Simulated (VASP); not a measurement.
# Bi (Im-3m) in VASP: further runs

The runs below take Bi through single point, relaxation of cell and atoms, with BLYP, revPBE, PBE.

Program: VASP 6.6.1. These are calculated values, not measurements. Logs are shortened: lines on timing, memory, paths and dates and some standing lists are left out, and cuts for length are marked.

**1. The cell of the first run**

It takes space group Im-3m (No. 229, cubic). The conventional cell has a = 4.092 Å, b = 4.092 Å, c = 4.092 Å, α = 90.00°, β = 90.00°, γ = 90.00°. Bi (site symmetry m-3m) has 14 Bi at 3.54 to 4.09 Å within 4.7 Å.

**2. Single point, BLYP**

The input, INCAR:

```
PREC     = Accurate       # precision mode
ENCUT    = 520            # plane-wave cutoff, eV
EDIFF    = 1E-6           # SCF threshold, eV
ISMEAR   = -1             # smearing method
SIGMA    = 0.05           # smearing width, eV
LREAL    = F              # projectors in reciprocal space
LASPH    = T              # aspherical terms in the spheres
NELM     = 80             # most SCF steps
ALGO     = Normal         # electronic algorithm
ISIF     = 2              # what is computed and relaxed
LWAVE    = F              # write WAVECAR
LCHARG   = F              # write CHGCAR
GGA      = B5             # functional
ALDAX    = 1.0          
AGGAX    = 1.0          
AGGAC    = 1.0          
ALDAC    = 0.0          
NBANDS   = 14             # bands
```

The input, KPOINTS:

```
regular mesh
0
Gamma
  9 9 9
```

The input, POSCAR:

```
Bi
1.0
   -2.0459283947      2.0459283947      2.0459283947
    2.0459283947     -2.0459283947      2.0459283947
    2.0459283947      2.0459283947     -2.0459283947
Bi
1
Direct
    0.0000000000      0.0000000000      0.0000000000
```

Potentials or basis: VASP PAW PBE potentials, release 64 (Bi_d).

Command:

```sh
$ cat potpaw_PBE.64/Bi_d/POTCAR > POTCAR
$ mpirun -np 1 vasp_std > vasp.out
```

OUTCAR:

```text
PREC = Accurate
   ENCUT = 520
   EDIFF = 1E-6
   ISMEAR = -1
   LREAL = F
   LASPH = T
   NELM = 80
   ISIF = 2
   GGA = B5

 ion  position               nearest neighbor table
   1  0.000  0.000  0.000-

  LATTYP: Found a body centered cubic cell.
 ALAT       =     4.0918567894

  Lattice vectors:

 A1 = (  -2.0459283947,   2.0459283947,   2.0459283947)
 A2 = (   2.0459283947,  -2.0459283947,   2.0459283947)
 A3 = (   2.0459283947,   2.0459283947,  -2.0459283947)

Analysis of symmetry for initial positions (statically):
=====================================================================
 Subroutine PRICEL returns:
 Original cell was already a primitive cell.

 Routine SETGRP: Setting up the symmetry group for a
 body centered cubic supercell.

 Subroutine GETGRP returns: Found 48 space group operations
[... 9 lines left out ...]

 Routine SETGRP: Setting up the symmetry group for a
 body centered cubic supercell.

 Subroutine GETGRP returns: Found 48 space group operations
[... 11 lines left out ...]
                                     Primitive cell

  volume of cell :      34.2556

  direct lattice vectors                    reciprocal lattice vectors
    -2.045928395  2.045928395  2.045928395     0.000000000  0.244387830  0.244387830
     2.045928395 -2.045928395  2.045928395     0.244387830  0.000000000  0.244387830
     2.045928395  2.045928395 -2.045928395     0.244387830  0.244387830  0.000000000

  length of vectors
     3.543651928  3.543651928  3.543651928     0.345616583  0.345616583  0.345616583

  position of ions in fractional coordinates (direct lattice)
     0.000000000  0.000000000  0.000000000

  ion indices of the primitive-cell ions
   primitive index   ion index
                 1           1

----------------------------------------------------------------------------------------

 KPOINTS: regular mesh

Automatic generation of k-mesh.
 Grid dimensions read from file:
 generate k-points for:    9    9    9

 Generating k-lattice:

  Cartesian coordinates                     Fractional coordinates (reciprocal lattice)
     0.000000000  0.027154203  0.027154203     0.111111111  0.000000000  0.000000000
     0.027154203  0.000000000  0.027154203     0.000000000  0.111111111  0.000000000
     0.027154203  0.027154203  0.000000000     0.000000000  0.000000000  0.111111111

  Length of vectors
     0.038401843  0.038401843  0.038401843

  Shift w.r.t. Gamma in fractional coordinates (k-lattice)
     0.000000000  0.000000000  0.000000000

 Subroutine IBZKPT returns following result:
 ===========================================

 Found     35 irreducible k-points:

 Following reciprocal coordinates:
            Coordinates               Weight
  0.000000  0.000000  0.000000      1.000000
  0.111111  0.000000  0.000000     12.000000
  0.222222  0.000000  0.000000     12.000000
  0.333333  0.000000  0.000000     12.000000
  0.444444  0.000000  0.000000     12.000000
  0.111111  0.111111  0.000000     24.000000
[... 16 lines left out ...]
 -0.333333  0.444444  0.111111     48.000000
 -0.444444 -0.444444  0.111111     24.000000
 [... further k-points ...]
   k-points           NKPTS =     35   k-points in BZ     NKDIM =     35   number of bands    NBANDS=     14
   number of dos      NEDOS =    301   number of ions     NIONS =      1
   total plane-waves  NPLWV =  21952
   dimension x,y,z NGX =    28 NGY =   28 NGZ =   28
   dimension x,y,z NGXF=    56 NGYF=   56 NGZF=   56
   ions per type =               1
   NGX,Y,Z   is equivalent  to a cutoff of  13.14, 13.14, 13.14 a.u.
   NGXF,Y,Z  is equivalent  to a cutoff of  26.27, 26.27, 26.27 a.u.
 SYSTEM =  unknown system
   PREC   = accura    normal or accurate (medium, high low for compatibility)
   ISTART =      0    job   : 0-new  1-cont  2-samecut
   ICHARG =      2    charge: 1-file 2-atom 10-const
   ISPIN  =      1    spin polarized calculation?
   LNONCOLLINEAR =      F non collinear calculations
   LSORBIT =      F    spin-orbit coupling
   LASPH  =      T    aspherical Exc in radial PAW
   ENCUT  =  520.0 eV  38.22 Ry    6.18 a.u.   6.59  6.59  6.59*2*pi/ulx,y,z
   NELM   =     80;   NELMIN=  2; NELMDL= -5     # of ELM steps
   EDIFF  = 0.1E-05   stopping-criterion for ELM
   LREAL  =      F    real-space projection
   EDIFFG = 0.1E-04   stopping-criterion for IOM
   NSW    =      0    number of steps for IOM
   IBRION =     -1    ionic relax: 0-MD 1-quasi-New 2-CG
[... 8 lines left out ...]
   EMIN   =  10.00;   EMAX   =-10.00  energy-range for DOS
   EFERMI =   0.00;   METHOD = LEGACY
   ISMEAR =    -1;   SIGMA  =   0.05  broadening in eV -4-tet -1-fermi 0-gaus
   EFERMI_NEDOS =   21; number of points for ismear=-14 and -15
   IALGO  =     38    algorithm
   IMIX   =      4    mixing-type and parameters
     AMIX     =   0.40;   BMIX     =  1.00
     AMIX_MAG =   1.60;   BMIX_MAG =  1.00
  volume/ion in A,a.u.               =      34.26       231.17
  Fermi-wavevector in a.u.,A,eV,Ry     =   1.243163  2.349238 21.027189  1.545455
  Thomas-Fermi vector in A             =   2.377486
   LORBIT       =      0    0 simple, 1 ext, 2 COOP (PROOUT), +10 PAW based schemes
   GGA     = B5    functional components
   LHFCALC =     F    Hartree Fock is set to
   AEXX    =    0.0000 exact exchange contribution
   IVDW    =     0    specifies the selected vdW correction
   LEPSILON=     F    determine dielectric tensor
   LRPA    =     F    only Hartree local field effects (RPA)
 non-spin polarized calculation
  energy-cutoff  :      520.00
  volume of cell :       34.26
 maximum number of plane-waves:       943
   NGX = 13   NGY = 13   NGZ = 13

 number of electron      15.0000001 magnetization

 Free energy of the ion-electron system (eV)
  ---------------------------------------------------
  ext. energy  EPLUGINS =         0.00000000
  ---------------------------------------------------
  free energy    TOTEN  =        -2.98657626 eV

  energy without entropy =       -2.98100178  energy(sigma->0) =       -2.98378902

 E-fermi :   7.1535     XC(G=0):  -9.2279

 val. band max:        7.1137843099   @ k =  -0.2222   0.2222   0.1111
 cond. band min:       7.5536828394   @ k =  -0.3333   0.3333   0.2222
 fundamental gap:      0.4398985295
 Fermi energy:         7.1534913160

 k-point     1 :       0.0000    0.0000    0.0000
  band No.  band energies     occupation
      1     -15.6519      2.00000
      2     -15.6519      2.00000
      3     -15.6519      2.00000
      4     -15.5553      2.00000
      5     -15.5553      2.00000
      6      -5.6869      2.00000
      7      11.5330      0.00000
      8      11.5330      0.00000
      9      11.5330      0.00000
     10      15.6400      0.00000
     11      17.9579      0.00000
     12      17.9579      0.00000
     13      17.9579      0.00000
     14      18.4167      0.00000

 k-point     2 :       0.1111    0.0000    0.0000
  band No.  band energies     occupation
      1     -15.6552      2.00000
      2     -15.6457      2.00000
      3     -15.6338      2.00000
      4     -15.5592      2.00000
      5     -15.5561      2.00000
      6      -5.4921      2.00000
      7       9.8273      0.00000
      8      11.0129      0.00000
      9      11.3981      0.00000
     10      15.9905      0.00000
     11      16.8094      0.00000
     12      17.3198      0.00000
     13      17.6557      0.00000
     14      19.2370      0.00000

 k-point     3 :       0.2222    0.0000    0.0000
  band No.  band energies     occupation
      1     -15.6634      2.00000
      2     -15.6328      2.00000
      3     -15.5877      2.00000
      4     -15.5666      2.00000
      5     -15.5581      2.00000
      6      -4.9291      2.00000
      7       7.1004      1.48603
      8       9.9899      0.00000
      9      11.0461      0.00000
     10      14.6320      0.00000
     11      15.8155      0.00000
     12      17.6822      0.00000
     13      18.6641      0.00000
     14      21.1379      0.00000

 k-point     4 :       0.3333    0.0000    0.0000
  band No.  band energies     occupation
      1     -15.6727      2.00000
      2     -15.6265      2.00000
      3     -15.5673      2.00000
      4     -15.5603      2.00000
      5     -15.5345      2.00000
      6      -4.0988      2.00000
      7       4.6436      2.00000
      8       9.0928      0.00000
      9      10.6491      0.00000
     10      13.7222      0.00000
     11      15.1605      0.00000
     12      18.3193      0.00000
     13      19.5875      0.00000
     14      23.3756      0.00000

 k-point     5 :       0.4444    0.0000    0.0000
  band No.  band energies     occupation
      1     -15.6788      2.00000
      2     -15.6286      2.00000
      3     -15.5620      2.00000
      4     -15.5617      2.00000
      5     -15.4995      2.00000
      6      -3.3390      2.00000
      7       3.0344      2.00000
      8       8.5948      0.00000
      9      10.3989      0.00000
     10      13.2833      0.00000
     11      14.8363      0.00000
     12      19.1516      0.00000
     13      20.4934      0.00000
     14      23.0579      0.00000

 k-point     6 :       0.1111    0.1111    0.0000
  band No.  band energies     occupation
      1     -15.6550      2.00000
      2     -15.6423      2.00000
      3     -15.6011      2.00000
      4     -15.5651      2.00000
      5     -15.5576      2.00000
      6      -5.1125      2.00000
      7       7.9773      0.00000
      8      10.1216      0.00000
      9      10.8626      0.00000
     10      15.7183      0.00000
     11      16.0080      0.00000
     12      17.7862      0.00000
     13      18.0075      0.00000
     14      19.8948      0.00000

 k-point     7 :       0.2222    0.1111    0.0000
  band No.  band energies     occupation
      1     -15.6615      2.00000
      2     -15.6291      2.00000
      3     -15.5705      2.00000
      4     -15.5615      2.00000
      5     -15.5543      2.00000
      6      -4.4084      2.00000
      7       5.7342      2.00000
      8       8.8037      0.00000
      9      10.3469      0.00000
     10      14.8182      0.00000
     11      16.0970      0.00000
     12      17.5193      0.00000
     13      19.9509      0.00000
     14      20.8250      0.00000
[... 205 lines left out ...]
 k-point    20 :      -0.3333    0.3333    0.1111
  band No.  band energies     occupation
      1     -15.6536      2.00000
      2     -15.6181      2.00000
      3     -15.5765      2.00000
      4     -15.5648      2.00000
      5     -15.5366      2.00000
      6      -3.9264      2.00000
      7       4.7994      2.00000
      8       8.5627      0.00000
      9       9.6485      0.00000
     10      14.5418      0.00000
     11      16.0319      0.00000
     12      16.3306      0.00000
     13      20.5983      0.00000
     14      22.3989      0.00000

 k-point    21 :      -0.2222    0.3333    0.1111
  band No.  band energies     occupation
      1     -15.6379      2.00000
      2     -15.6110      2.00000
      3     -15.5830      2.00000
      4     -15.5694      2.00000
      5     -15.5530      2.00000
      6      -4.0626      2.00000
      7       5.6602      2.00000
      8       7.9278      0.00000
      9       9.6402      0.00000
     10      14.3806      0.00000
     11      15.6810      0.00000
     12      18.5228      0.00000
     13      19.4760      0.00000
     14      20.6775      0.00000

 k-point    22 :      -0.4444    0.4444    0.1111
  band No.  band energies     occupation
      1     -15.6593      2.00000
      2     -15.6225      2.00000
      3     -15.5727      2.00000
      4     -15.5643      2.00000
      5     -15.5012      2.00000
      6      -3.1858      2.00000
      7       3.2504      2.00000
      8       8.0732      0.00000
      9       9.4309      0.00000
     10      14.3811      0.00000
     11      15.7030      0.00000
     12      17.0565      0.00000
     13      18.9223      0.00000
     14      24.7013      0.00000

 k-point    23 :      -0.3333    0.4444    0.1111
  band No.  band energies     occupation
      1     -15.6404      2.00000
      2     -15.6121      2.00000
      3     -15.5803      2.00000
      4     -15.5673      2.00000
      5     -15.5184      2.00000
      6      -3.2682      2.00000
      7       4.1321      2.00000
      8       6.8533      1.99508
      9       9.5503      0.00000
     10      14.5292      0.00000
     11      15.4221      0.00000
     12      18.2304      0.00000
     13      18.6788      0.00000
     14      21.9535      0.00000

 k-point    24 :      -0.4444   -0.4444    0.1111
  band No.  band energies     occupation
      1     -15.6421      2.00000
      2     -15.6146      2.00000
      3     -15.5849      2.00000
      4     -15.5587      2.00000
      5     -15.5042      2.00000
      6      -2.8594      2.00000
      7       3.4210      2.00000
      8       6.5163      1.99999
      9       9.5041      0.00000
     10      14.5565      0.00000
     11      15.9760      0.00000
     12      17.0913      0.00000
     13      18.3274      0.00000
     14      24.2926      0.00000

 [... further k-points ...]
[... 5 lines left out ...]
  --------------------------------------------------------------------------------------
  -------------------------------------------------------------------------------------
  Total        0.0132541      0.0132541      0.0132541     -0.0000000     -0.0000000      0.0000000
  in kB        0.6199133      0.6199133      0.6199133     -0.0000000     -0.0000000      0.0000000
  external PRESSURE =       0.6199133 kB  Pullay stress =       0.0000000 kB

 VOLUME and BASIS-vectors are now :
 -----------------------------------------------------------------------------
  energy-cutoff  :      520.00
  volume of cell :       34.26
      direct lattice vectors                 reciprocal lattice vectors
    -2.045928395  2.045928395  2.045928395     0.000000000  0.244387830  0.244387830
     2.045928395 -2.045928395  2.045928395     0.244387830  0.000000000  0.244387830
     2.045928395  2.045928395 -2.045928395     0.244387830  0.244387830  0.000000000

 POSITION                                       TOTAL-FORCE (eV/Angst)
 -----------------------------------------------------------------------------------
      0.00000      0.00000      0.00000         0.000000     -0.000000      0.000000
 -----------------------------------------------------------------------------------
    total drift:                               -0.000000     -0.000000     -0.000000

  FREE ENERGIE OF THE ION-ELECTRON SYSTEM (eV)
  ---------------------------------------------------
  free  energy   TOTEN  =        -2.9865762599 eV

  energy  without entropy=       -2.9810017780  energy(sigma->0) =       -2.98378902
```

It took 24 s on 1 thread of Intel Xeon 8259CL, shared host; peak memory 0.16 GiB.

What came out:

* Free energy: -2.9866 eV
* Pressure: 0.1 GPa

Caveat: the PAW data sets were made with another functional, which shifts forces and pressure a little; spin-orbit coupling is left out, which moves the levels of the heavy elements.

**3. Relaxation of cell and atoms, revPBE**

This run uses another cell than the first one, of 31.12 Å³/atom, 0.908 times its volume.

The input, INCAR:

```
ALGO = Fast
EDIFF = 1E-7
EDIFFG = -0.01
ENCUT = 600
GGA = RE
IBRION = 2
ISIF = 3
ISMEAR = -1
LASPH = T
LCHARG = F
LREAL = F
LWAVE = F
NELM = 60
NSW = 60
PREC = Accurate
SIGMA = 0.05
```

The input, KPOINTS:

```
k-points
0
Gamma
  9 9 9
```

The input, POSCAR:

```
Bi
1.0
   -1.9814305318      1.9814305318      1.9814305318
    1.9814305318     -1.9814305318      1.9814305318
    1.9814305318      1.9814305318     -1.9814305318
Bi
1
Direct
    0.0000000000      0.0000000000      0.0000000000
```

Potentials or basis: VASP PAW PBE potentials, release 64 (Bi_d).

Command:

```sh
$ cat potpaw_PBE.64/Bi_d/POTCAR > POTCAR
$ mpirun -np 1 vasp_std > vasp.out
```

Wall time 78 s (1 thread of Intel Xeon 8259CL, shared host); peak memory 0.16 GiB.

Results (log left out):

- Free energy: -3.4392 eV
- Relaxed volume: 32.22 Å³/atom
- Relaxed cell: a = 3.472 Å, b = 3.472 Å, c = 3.472 Å, α = 109.47°, β = 109.47°, γ = 109.47°
- Space group after relaxing (to 0.05 Å): Im-3m (No. 229)
- Energy gained by relaxing: 6.2 meV/atom
- Ionic steps: 3
- Pressure after relaxing: 0.0 GPa

Step by step:
| step | energy change (eV) | largest force (eV/Å) | pressure (GPa) | volume (Å³) |
| --- | --- | --- | --- | --- |
| 1 | 0.0000 | 0.0000 | 1.88 | 31.12 |
| 2 | -0.0047 | 0.0000 | -0.84 | 32.79 |
| 3 | -0.0062 | 0.0000 | 0.00 | 32.22 |

Final structure:
```
Bi
1.0
    -2.00448    2.00448    2.00448
     2.00448   -2.00448    2.00448
     2.00448    2.00448   -2.00448
Bi
1
Direct
  0.00000 0.00000 0.00000
```

Levels at points of the mesh, in eV from the Fermi level:
| k point | band 3 | band 4 | band 5 | band 6 | band 7 | band 8 | band 9 | band 10 | band 11 |
| --- | --- | --- | --- | --- | --- | --- | --- | --- | --- |
| (0.00, 0.00, 0.00) | -23.04 | -22.92 | -22.92 | -13.26 | 4.91 | 4.91 | 4.91 | 8.70 | 10.47 |

Caveat: the PAW data sets were made with another functional, which shifts forces and pressure a little; spin-orbit coupling is left out, which moves the levels of the heavy elements.

[end of part 1 of 2]
